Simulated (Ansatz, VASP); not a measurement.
# Two plane-wave programs on P

Contents of INCAR:

```
SYSTEM = P
  ALGO = Normal
  EDIFF = 1E-6
  ENCUT = 520
  GGA = PE
  ISIF = 2
  ISMEAR = 0
  IVDW = 12
  LASPH = .True.
  LCHARG = .True.
  LELF = .True.
  LREAL = .False.
  LVHAR = .True.
  LWAVE = .False.
  NBANDS = 8
  NELM = 60
  PREC = Accurate
  SIGMA = 0.05
```

Contents of KPOINTS:

```
k-points
0
Gamma
  8 8 8
  0 0 0
```

File POSCAR:

```
P
1.0
   -1.5561732316      1.5561732316      1.5561732316
    1.5561732316     -1.5561732316      1.5561732316
    1.5561732316      1.5561732316     -1.5561732316
P
1
Direct
    0.0000000000      0.0000000000      0.0000000000
```

Input for Ansatz:

```yaml
crystal:
  lattice:
    - [-1.5561732316, 1.5561732316, 1.5561732316]
    - [1.5561732316, -1.5561732316, 1.5561732316]
    - [1.5561732316, 1.5561732316, -1.5561732316]
  atoms:
    - { symbol: P, position: [0.0, 0.0, 0.0] }
basis:
  ecutwfc: 420
  ecutrho_ratio: 4
kpoints:
  mp_grid: { grid: [8, 8, 8] }
hamiltonian:
  xc: pbe
  dispersion: d3bj
scf:
  occupations: { method: gaussian, width: 0.05 }
output:
  forces: true
  stress: true
  eigenvalues: true
```

Alike in both runs: task single point; functional PBE; dispersion D3(BJ); k mesh 8 × 8 × 8; occupations gaussian, width 0.05 eV; no spin polarisation.

|  | VASP | Ansatz |
| --- | --- | --- |
| version | VASP 6.6.1 | Ansatz 0.2.0 |
| potentials or method | VASP PAW PBE potentials, release 64 (P), cutoff 520 eV | scalar-relativistic, plane waves, PAW |
| valence electrons in the cell | 5 | 5 |

Ansatz gave:

* gap on the k mesh at the Fermi level (eV): none
* pressure (GPa): -9.6

**Question.** What did VASP give for the same quantities?

**Answer.** gap on the k mesh at the Fermi level (eV): none; pressure (GPa): -9.7.

A gap of «none» marks a metal or a gap that the smearing closes.
